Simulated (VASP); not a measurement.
Set up this calculation in VASP 6.6.1, as the native input.

```
Task                   : relaxation of cell and atoms
Functional             : PBE
Dispersion             : D3(BJ)
Potentials or basis    : VASP PAW PBE potentials, release 64 (W_sv)
Cutoff                 : 600 eV
k mesh                 : 18 × 18 × 18
Occupations            : gaussian, width 0.1 eV
Spin                   : no spin polarisation
Dipole correction      : no
Further INCAR settings : ALGO = Fast; EDIFF = 1e-06; IBRION = 2; EDIFFG = -0.005; NSW = 100; ISIF = 3
```

The structure of W lies in POSCAR:

```
W
1.0
   -1.5803363179      1.5803363179      1.5803363179
    1.5803363179     -1.5803363179      1.5803363179
    1.5803363179      1.5803363179     -1.5803363179
W
1
Direct
    0.0000000000      0.0000000000      0.0000000000
```

One way to write it, as run:

INCAR

```
PREC = Accurate
ENCUT = 600
EDIFF = 1E-6
ISMEAR = 0
SIGMA = 0.1
LREAL = F
LASPH = T
NELM = 80
ALGO = Fast
ISIF = 3
LWAVE = F
LCHARG = F
GGA = PE
IVDW = 12
IBRION = 2
NSW = 100
EDIFFG = -0.005
```

KPOINTS

```
Automatic mesh
0
Gamma
  18 18 18
```

Potentials or basis: VASP PAW PBE potentials, release 64 (W_sv).

Command:

```console
$ cat potpaw_PBE.64/W_sv/POTCAR > POTCAR
$ mpirun -np 1 vasp_std > vasp.out
```

It gave:

```json
{
 "Relaxed volume": "15.80 Å³/atom",
 "Relaxed cell": "a = 2.738 Å, b = 2.738 Å, c = 2.738 Å, α = 109.47°, β = 109.47°, γ = 109.47°",
 "Space group after relaxing (to 0.05 Å)": "Im-3m (No. 229)",
 "Energy gained by relaxing": "0.0 meV/atom",
 "Ionic steps": "3",
 "Pressure after relaxing": "0.0 GPa",
 "Band gap on the k mesh": "zero (band 7 reaches 16.68 eV, above the bottom of band 8 at 10.26 eV)",
 "Dispersion energy per atom": "-0.698 eV"
}
```

Caveat: spin-orbit coupling is left out, which moves the levels of the heavy elements; pairwise dispersion overbinds metals, which lowers pressure and volume.

Wall time 24 s on 1 thread of Intel(R) Xeon(R) 6975P-C (Granite Rapids), on a shared host, peak memory 0.18 GiB.
